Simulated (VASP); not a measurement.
## Hf2Pd2Se2Br2O3: single point with PBE

Crystal: Hf2Pd2Se2Br2O3.

```
CELL_PARAMETERS angstrom
5.64376 -0.09408 -0.01418
1.62462 5.37045 0.00253
1.37823 1.92797 8.37050
ATOMIC_POSITIONS crystal
Hf 0.23317 0.65161 0.02284
Hf 0.76683 0.34839 0.97716
Pd 0.00000 0.50000 0.50000
Pd 0.00000 0.00000 0.50000
Se 0.02419 0.33917 0.25331
Se 0.97581 0.66083 0.74669
Br 0.50000 0.50000 0.50000
Br 0.50000 0.00000 0.50000
O 0.44792 0.35724 0.92101
O 0.55208 0.64276 0.07899
O 0.00000 0.00000 0.00000
```

* Program: VASP 6.6.1
* Task: single point
* Functional: PBE
* Potentials or basis: VASP PAW PBE potentials, release 64 (Hf_pv, Pd, Se, Br, O)
* Cutoff: 520 eV
* k mesh: 5 × 5 × 4
* Occupations: fermi-dirac, width 0.05 eV
* Spin: no spin polarisation

The pressure is -2.1 GPa. The largest force is 0.504 eV/Å and the band gap on the k mesh is zero (bands 42 and 43 overlap by 1.11 eV).

Forces on the atoms (eV/Å):
```
Hf   0.283 -0.034 -0.055
Hf  -0.283  0.034  0.055
Pd   0.000  0.000  0.000
Pd   0.000  0.000  0.000
Se   0.046  0.059 -0.028
Se  -0.046 -0.059  0.028
Br   0.000  0.000  0.000
Br   0.000  0.000  0.000
O    0.320  0.311  0.235
O   -0.320 -0.311 -0.235
O    0.000  0.000  0.000
```

Stress tensor (GPa, compression positive):
```
-1.57  0.19 -0.09
 0.19 -3.43 -0.15
-0.09 -0.15 -1.27
```

Levels at points of the mesh, in eV from the Fermi level:
| k point | band 38 | band 39 | band 40 | band 41 | band 42 | band 43 | band 44 | band 45 | band 46 | band 47 |
| --- | --- | --- | --- | --- | --- | --- | --- | --- | --- | --- |
| (0.00, 0.00, 0.00) | -1.24 | -1.08 | -0.91 | -0.41 | -0.41 | 0.44 | 1.15 | 2.02 | 2.27 | 3.32 |
| (0.00, 0.00, 0.50) | -1.10 | -1.07 | -0.90 | -0.62 | -0.43 | 0.51 | 1.15 | 2.15 | 3.20 | 3.22 |

Wall time 13 min on 1 thread of Intel(R) Xeon(R) 6975P-C (Granite Rapids), on a shared host, peak memory 0.8 GiB.

Caveat: spin-orbit coupling is left out, which moves the levels of the heavy elements.
